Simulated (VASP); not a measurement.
# GaSi16 (a cell with a defect) in VASP: notebook

GaSi16 (a cell with a defect) is run at these levels: PBE+D3(BJ); tasks: single point.

Program: VASP 6.6.1. These are calculated values, not measurements. Logs are shortened: lines on timing, memory, paths and dates and some standing lists are left out, and cuts for length are marked.

## (1) The cell of the first run

The cell holds a defect, 17 atoms: a = 7.679 Å, b = 7.679 Å, c = 7.679 Å, α = 60.00°, β = 60.00°, γ = 60.00°.

## (2) Single point, PBE+D3(BJ), collinear spin, zero start

INCAR reads:

```
SYSTEM = GaSi16
PREC     = Accurate       ! precision mode
ENCUT    = 520            ! plane-wave cutoff, eV
EDIFF    = 1E-6           ! SCF threshold, eV
ISMEAR   = 0              ! smearing method
SIGMA    = 0.05           ! smearing width, eV
LREAL    = Auto         
LASPH    = .True.         ! aspherical terms in the spheres
NELM     = 150            ! most SCF steps
ALGO     = Normal         ! electronic algorithm
ISIF     = 2              ! what is computed and relaxed
LWAVE    = .False.        ! write WAVECAR
LCHARG   = .False.        ! write CHGCAR
ISPIN    = 2              ! spin polarisation
MAGMOM   = 0 0 0 0 0 0 0 0 0 0 0 0 0 0 0 0 0 ! initial moments
LORBIT   = 11             ! projections on sites
GGA      = PE             ! functional
IVDW     = 12             ! dispersion correction
NBANDS   = 56             ! bands
```

KPOINTS reads:

```
regular mesh
0
Gamma
  2 2 2
  0 0 0
```

POSCAR reads:

```
GaSi16
1.0
    0.0000000000      5.4300000000      5.4300000000
    5.4300000000      0.0000000000      5.4300000000
    5.4300000000      5.4300000000      0.0000000000
Si Ga
16 1
Direct
    0.0170197053      0.0175819521     -0.0511679558
    0.1182548803      0.1189001842      0.1150152855
   -0.0002239411      0.0002467772      0.4876298343
    0.1412742173      0.1416548803      0.5760904236
   -0.0336209024      0.5122638122      0.0100255064
    0.1185393186      0.6487778085      0.1146680479
   -0.0000030387      0.5130492634      0.4872584715
    0.1117498158      0.6283341621      0.6321004604
    0.5116835175     -0.0331798343      0.0102551565
    0.6482495396      0.1190456722      0.1148395948
    0.5126562615      0.0003367403      0.4874453959
    0.6278865562      0.1120876611      0.6323406998
    0.5117882136      0.5122887661      0.0098440147
    0.6060556169      0.6064685083      0.1817092081
    0.4820600368      0.4824290976      0.5536438306
    0.6280941989      0.6284140884      0.6319078269
    0.3420442910      0.3424523941      0.9736975138
```

Potentials or basis: VASP PAW PBE potentials, release 64 (Si, Ga_d).

Started as:

```bash
cat potpaw_PBE.64/Si/POTCAR potpaw_PBE.64/Ga_d/POTCAR > POTCAR
mpirun -np 1 vasp_std > vasp.out
```

OUTCAR:

```text
SYSTEM = GaSi16
   PREC = Accurate
   ENCUT = 520
   EDIFF = 1E-6
   ISMEAR = 0
   LREAL = Auto
   LASPH = .True.
   NELM = 150
   ISIF = 2
   ISPIN = 2
   LORBIT = 11
   GGA = PE
   IVDW = 12
 IVDW          = 12

 ion  position               nearest neighbor table
   1  0.017  0.018  0.949-   2 2.33  10 2.33   6 2.33   4 2.34
   2  0.118  0.119  0.115-   1 2.33   3 2.34   5 2.47   9 2.47  17 2.51
   3  1.000  0.000  0.488-  12 2.34   8 2.34   2 2.34   4 2.34
   4  0.141  0.142  0.576-   1 2.34   7 2.34  11 2.34   3 2.34
   5  0.966  0.512  0.010-  14 2.29   8 2.37  17 2.43   6 2.47   2 2.47
   6  0.119  0.649  0.115-   1 2.33   7 2.34  13 2.47   5 2.47  17 2.51
   7  1.000  0.513  0.487-   8 2.34  16 2.34   6 2.34   4 2.34
   8  0.112  0.628  0.632-   7 2.34   3 2.34  15 2.34   5 2.37
   9  0.512  0.967  0.010-  14 2.29  12 2.37  17 2.43  10 2.47   2 2.47
  10  0.648  0.119  0.115-   1 2.33  11 2.34  13 2.47   9 2.47  17 2.51
  11  0.513  0.000  0.487-  12 2.34  16 2.34  10 2.34   4 2.34
  12  0.628  0.112  0.632-  11 2.34   3 2.34  15 2.34   9 2.37
  13  0.512  0.512  0.010-  14 2.29  16 2.37  17 2.43  10 2.47   6 2.47
  14  0.606  0.606  0.182-   9 2.29   5 2.29  13 2.29  15 2.33
  15  0.482  0.482  0.554-  14 2.33  16 2.34  12 2.34   8 2.34  17 2.63
  16  0.628  0.628  0.632-   7 2.34  11 2.34  15 2.34  13 2.37
  17  0.342  0.342  0.974-   9 2.43   5 2.43  13 2.43   2 2.51  10 2.51   6 2.51  15 2.63

  LATTYP: Found a face centered cubic cell.
 ALAT       =    10.8600000000

  Lattice vectors:

 A1 = (   0.0000000000,   5.4300000000,   5.4300000000)
 A2 = (   5.4300000000,   0.0000000000,   5.4300000000)
 A3 = (   5.4300000000,   5.4300000000,   0.0000000000)

Analysis of symmetry for initial positions (statically):
=====================================================================
 Subroutine PRICEL returns:
 Original cell was already a primitive cell.

 Routine SETGRP: Setting up the symmetry group for a
 face centered cubic supercell.

 Subroutine GETGRP returns: Found  1 space group operations
 (whereof  1 operations were pure point group operations)
 out of a pool of 48 trial point group operations.

The static configuration has the point symmetry C_1 .

Analysis of symmetry for dynamics (positions and initial velocities):
=====================================================================
 Subroutine PRICEL returns:
 Original cell was already a primitive cell.

 Routine SETGRP: Setting up the symmetry group for a
 face centered cubic supercell.

 Subroutine GETGRP returns: Found  1 space group operations
 (whereof  1 operations were pure point group operations)
 out of a pool of 48 trial point group operations.

The dynamic configuration has the point symmetry C_1 .

Analysis of structural, dynamic, and magnetic symmetry:
[... 175 lines left out ...]
 E-fermi :   6.9243     XC(G=0):  -9.7475

 val. band max:        6.9119014108   @ k =   0.0000   0.0000   0.5000
 cond. band min:       6.9558140054   @ k =   0.0000   0.0000   0.0000
 fundamental gap:      0.0439125947
 Fermi energy:         6.9242624713

 spin component 1

 k-point     1 :       0.0000    0.0000    0.0000
  band No.  band energies     occupation
      1      -8.6753      1.00000
      2      -8.6752      1.00000
      3      -8.6301      1.00000
      4      -8.5777      1.00000
      5      -8.5776      1.00000
      6      -6.0918      1.00000
[... 413 lines left out ...]
     49      10.3573      0.00000
     50      10.4107      0.00000
 Fermi energy:         6.9242624713

 spin component 2

 k-point     1 :       0.0000    0.0000    0.0000
  band No.  band energies     occupation
      1      -8.6753      1.00000
      2      -8.6752      1.00000
      3      -8.6301      1.00000
      4      -8.5777      1.00000
      5      -8.5776      1.00000
      6      -6.0918      1.00000
[... 413 lines left out ...]
     49      10.3573      0.00000
     50      10.4107      0.00000
 [bands above 50 left out]

------------------------ aborting loop because EDIFF is reached ----------------------------------------

 Edisp (eV)   -5.62301

 E8    (eV) :    -2.3448

  FORCE on cell =-STRESS in cart. coord.  units (eV):
  Direction    XX          YY          ZZ          XY          YZ          ZX
  --------------------------------------------------------------------------------------
  -------------------------------------------------------------------------------------
  Total       5.40626     5.39182     5.38206    -1.64684     1.64364     1.64698
  in kB      27.05065    26.97844    26.92961    -8.24009     8.22408     8.24080
  external pressure =       26.99 kB  Pullay stress =        0.00 kB

 VOLUME and BASIS-vectors are now :
 -----------------------------------------------------------------------------
  energy-cutoff  :      520.00
  volume of cell :      320.21
      direct lattice vectors                 reciprocal lattice vectors
     0.000000000  5.430000000  5.430000000    -0.092081031  0.092081031  0.092081031
     5.430000000  0.000000000  5.430000000     0.092081031 -0.092081031  0.092081031
     5.430000000  5.430000000  0.000000000     0.092081031  0.092081031 -0.092081031

 POSITION                                       TOTAL-FORCE (eV/Angst)
 -----------------------------------------------------------------------------------
      5.24763      5.24457      0.18789         0.101053      0.101908     -0.102590
      1.27016      1.26666      1.28775         0.068566      0.071987     -0.001118
      2.64917      8.07661      5.43012         0.014000      0.014544     -0.034290
      3.89736      3.89529      1.53630         0.066642      0.067137     -0.068095
      2.83603      5.30188      8.02903         0.043077     -0.018057     -0.043289
      4.14551      1.26632      4.16653         0.005622      0.069380     -0.072946
[... 9 lines left out ...]
      6.84355      6.84181      6.82284         0.008246      0.006859      0.015051
      7.14669      7.14448      3.71682        -0.463346     -0.465611      0.468670
 -----------------------------------------------------------------------------------
    total drift:                               -0.000974      0.001996     -0.005967

  FREE ENERGIE OF THE ION-ELECTRON SYSTEM (eV)
  ---------------------------------------------------
  free  energy   TOTEN  =       -90.9602957742 eV

  energy  without entropy=      -90.9522244992  energy(sigma->0) =      -90.95626014

 total charge

# of ion       s       p       d       tot
------------------------------------------
    1        0.751   0.947   0.000   1.698
    2        0.753   0.916   0.000   1.668
    3        0.742   0.955   0.000   1.697
    4        0.743   0.956   0.000   1.700
    5        0.763   0.914   0.000   1.678
    6        0.753   0.916   0.000   1.668
[... 9 lines left out ...]
   16        0.747   0.940   0.000   1.687
   17        1.049   0.794  10.044  11.887
--------------------------------------------------
tot         13.069  15.792  10.044  38.905

 magnetization (x)

# of ion       s       p       d       tot
------------------------------------------
    1       -0.000   0.000   0.000   0.000
    2       -0.000   0.000   0.000  -0.000
    3       -0.000   0.000   0.000   0.000
    4       -0.000  -0.000   0.000  -0.000
    5       -0.000   0.000   0.000   0.000
    6       -0.000  -0.000   0.000  -0.000
[... 9 lines left out ...]
   16       -0.000   0.000   0.000   0.000
   17       -0.000   0.000   0.000   0.000
--------------------------------------------------
tot         -0.000   0.000   0.000   0.000
```

OSZICAR:

```text
N       E                     dE             d eps       ncg     rms          rms(c)
DAV:   1     0.342158537376E+03    0.34216E+03   -0.29298E+04  1792   0.126E+03
DAV:   2    -0.376661432909E+02   -0.37982E+03   -0.34951E+03  2040   0.251E+02
DAV:   3    -0.846176036753E+02   -0.46951E+02   -0.44326E+02  2160   0.893E+01
DAV:   4    -0.868589927617E+02   -0.22414E+01   -0.22028E+01  2304   0.186E+01
DAV:   5    -0.869402269212E+02   -0.81234E-01   -0.80720E-01  2368   0.345E+00    0.142E+01
DAV:   6    -0.857985439448E+02    0.11417E+01   -0.77556E-01  2440   0.518E+00    0.857E+00
DAV:   7    -0.853300838701E+02    0.46846E+00   -0.12897E+00  2088   0.362E+00    0.692E-01
DAV:   8    -0.853345768580E+02   -0.44930E-02   -0.11471E-01  2264   0.183E+00    0.438E-01
DAV:   9    -0.853363641316E+02   -0.17873E-02   -0.85495E-03  2488   0.372E-01    0.229E-01
DAV:  10    -0.853369549506E+02   -0.59082E-03   -0.10384E-03  2224   0.128E-01    0.123E-01
DAV:  11    -0.853372033053E+02   -0.24835E-03   -0.19222E-04  2192   0.529E-02    0.615E-02
DAV:  12    -0.853372768269E+02   -0.73522E-04   -0.69953E-05  2160   0.327E-02    0.150E-02
DAV:  13    -0.853372849317E+02   -0.81048E-05   -0.10319E-05  2248   0.112E-02    0.570E-03
DAV:  14    -0.853372860581E+02   -0.11264E-05   -0.16827E-06  1664   0.511E-03    0.294E-03
DAV:  15    -0.853372863218E+02   -0.26373E-06   -0.41216E-07  1280   0.267E-03
   1 F= -.90960296E+02 E0= -.90956260E+02  d E =-.807128E-02  mag=     0.0000
```

stdout:

```text
POSCAR found type information on POSCAR SiGa
 POSCAR found :  2 types and      17 ions
 scaLAPACK will be used
 LDA part: xc-table for (Slater+PW92), standard interpolation
 POSCAR, INCAR and KPOINTS ok, starting setup
 FFT: planning ... GRIDC
 FFT: planning ... GRID_SOFT
 FFT: planning ... GRID
 WAVECAR not read
 entering main loop
```

Run time: 4.5 min. Hardware: 1 thread of Intel Xeon 6975P-C (Granite Rapids), shared host; peak memory 0.72 GiB.

Results:

| Property | Result |
| --- | --- |
| Free energy | -90.9603 eV |
| Pressure | 2.7 GPa |
| Largest force | 0.807 eV/Å |
| Net moment | 0.00 μB per cell |
| Valence electrons inside the program's atomic spheres | Si 1.70, 1.67, 1.68, 1.69, 1.73; Ga 11.89 |
| Dispersion energy per atom | -0.331 eV |

Forces in eV/Å, atoms in the order of the input:
```
Si   0.101  0.102 -0.103
Si   0.069  0.072 -0.001
Si   0.014  0.015 -0.034
Si   0.067  0.067 -0.068
Si   0.043 -0.018 -0.043
Si   0.006  0.069 -0.073
Si   0.036  0.015 -0.015
Si   0.007 -0.015 -0.006
Si  -0.018  0.042 -0.043
Si   0.068  0.003 -0.074
Si   0.015  0.035 -0.014
Si  -0.016  0.007 -0.006
Si   0.043  0.043  0.019
Si   0.008  0.008 -0.009
Si   0.014  0.014 -0.014
Si   0.008  0.007  0.015
Ga  -0.463 -0.466  0.469
```

Caveat: the k points lie up to 0.50 Å⁻¹ apart.

## (3) Single point, PBE+D3(BJ), collinear spin, zero start

INCAR reads:

```
PREC     = Accurate       # precision mode
ENCUT    = 520            # plane-wave cutoff, eV
EDIFF    = 1E-7           # SCF threshold, eV
ISMEAR   = 0              # smearing method
SIGMA    = 0.05           # smearing width, eV
LREAL    = Auto         
LASPH    = T              # aspherical terms in the spheres
NELM     = 150            # most SCF steps
ALGO     = Normal         # electronic algorithm
ISIF     = 2              # what is computed and relaxed
LWAVE    = F              # write WAVECAR
LCHARG   = T              # write CHGCAR
ISPIN    = 2              # spin polarisation
MAGMOM   = 0 0 0 0 0 0 0 0 0 0 0 0 0 0 0 0 0 # initial moments
LORBIT   = 11             # projections on sites
GGA      = PE             # functional
IVDW     = 12             # dispersion correction
LELF     = T              # ELF
LVHAR    = T            
NBANDS   = 56             # bands
```

KPOINTS reads:

```
regular mesh
0
Gamma
  2 2 2
```

POSCAR reads:

```
GaSi16
1.0
    0.0000000000      5.4300000000      5.4300000000
    5.4300000000      0.0000000000      5.4300000000
    5.4300000000      5.4300000000      0.0000000000
Si Ga
16 1
Direct
    0.0189609576      0.0194112339     -0.0569219153
    0.1131199816      0.1137737569      0.1148415285
   -0.0030072744     -0.0024437385      0.4927284530
    0.1429257827      0.1434813996      0.5711511971
   -0.0232372928      0.5071663904      0.0098313996
    0.1135963168      0.6590217311      0.1145014733
   -0.0028504604      0.5137907919      0.4924055249
    0.1123814917      0.6256450276      0.6372225599
    0.5066832413     -0.0228281768      0.0099679558
    0.6586293738      0.1140172192      0.1147155617
    0.5132146409     -0.0023837017      0.4926144567
    0.6251075506      0.1128524862      0.6373723757
    0.5067504604      0.5071801105      0.0097933702
    0.6080232965      0.6084098527      0.1760236648
    0.4837417127      0.4842201657      0.5487639963
    0.6252274401      0.6256839779      0.6371777164
    0.2830884899      0.2833938306      1.1507030387
```

Potentials or basis: VASP PAW PBE potentials, release 64 (Si, Ga_d).

Started as:

```bash
cat potpaw_PBE.64/Si/POTCAR potpaw_PBE.64/Ga_d/POTCAR > POTCAR
mpirun -np 1 vasp_std > vasp.out
```

It took 4.4 min on 1 thread of Intel Xeon 6975P-C (Granite Rapids), shared host; peak memory 0.73 GiB.

The run converged. Its results:

| Quantity | Value |
| --- | --- |
| Free energy | -90.9585 eV |
| Pressure | 2.7 GPa |
| Largest force | 0.812 eV/Å |
| Net moment | 0.00 μB per cell |
| Valence electrons inside the program's atomic spheres | Si 1.73, 1.68, 1.69, 1.67, 1.70; Ga 11.89 |
| Dispersion energy per atom | -0.331 eV |

Forces on the atoms (eV/Å):
```
Si  -0.010 -0.009  0.009
Si  -0.045 -0.040 -0.016
Si  -0.007 -0.007 -0.016
Si  -0.017 -0.017  0.017
Si  -0.070 -0.001  0.071
Si   0.022 -0.046  0.040
Si   0.017 -0.006  0.006
Si  -0.014 -0.034  0.013
Si  -0.001 -0.071  0.071
Si  -0.048  0.019  0.038
Si  -0.006  0.016  0.007
Si  -0.035 -0.014  0.014
Si  -0.071 -0.071  0.003
Si  -0.105 -0.105  0.103
Si  -0.070 -0.070  0.070
Si  -0.014 -0.014  0.035
Ga   0.472  0.469 -0.465
```

Stress tensor (GPa, compression positive):
```
 2.71 -0.83  0.82
-0.83  2.70  0.82
 0.82  0.82  2.69
```

Levels at points of the mesh, in eV from the Fermi level:
Spin up:
```csv
k point,band 36,band 37,band 38,band 39,band 40,band 41
"(0.00, 0.00, 0.00)",-0.85,-0.71,-0.70,-0.59,-0.19,-0.18
"(0.50, 0.00, 0.00)",-1.53,-1.52,-0.77,0.15,0.21,0.67
"(0.00, 0.50, 0.00)",-1.53,-1.52,-0.77,0.15,0.22,0.67
"(0.00, 0.00, 0.50)",-1.41,-1.41,-1.18,-0.01,0.36,0.36
"(0.50, 0.50, 0.50)",-1.53,-1.52,-0.77,0.15,0.21,0.67
"(0.50, 0.50, 0.00)",-2.00,-1.92,-0.54,0.10,0.79,1.25
"(0.00, 0.50, 0.50)",-1.99,-1.92,-0.54,0.10,0.79,1.25
"(0.50, 0.00, 0.50)",-2.00,-1.92,-0.54,0.10,0.79,1.25
```
Spin down:
| k point | band 35 | band 36 | band 37 | band 38 | band 39 | band 40 | band 41 | band 42 |
| --- | --- | --- | --- | --- | --- | --- | --- | --- |
| (0.00, 0.00, 0.00) | -1.67 | -0.85 | -0.71 | -0.70 | -0.59 | -0.19 | -0.18 | 0.03 |
| (0.50, 0.00, 0.00) | -1.54 | -1.53 | -1.52 | -0.77 | 0.15 | 0.21 | 0.67 | 0.73 |
| (0.00, 0.50, 0.00) | -1.54 | -1.53 | -1.52 | -0.77 | 0.15 | 0.22 | 0.67 | 0.73 |
| (0.00, 0.00, 0.50) | -1.47 | -1.41 | -1.41 | -1.18 | -0.01 | 0.36 | 0.36 | 1.05 |
| (0.50, 0.50, 0.50) | -1.54 | -1.53 | -1.52 | -0.77 | 0.15 | 0.21 | 0.67 | 0.73 |
| (0.50, 0.50, 0.00) | -2.15 | -2.00 | -1.92 | -0.54 | 0.10 | 0.79 | 1.25 | 1.36 |
| (0.00, 0.50, 0.50) | -2.15 | -1.99 | -1.92 | -0.54 | 0.10 | 0.79 | 1.25 | 1.36 |
| (0.50, 0.00, 0.50) | -2.15 | -2.00 | -1.92 | -0.54 | 0.10 | 0.79 | 1.25 | 1.36 |

Caveat: the k points lie up to 0.50 Å⁻¹ apart.
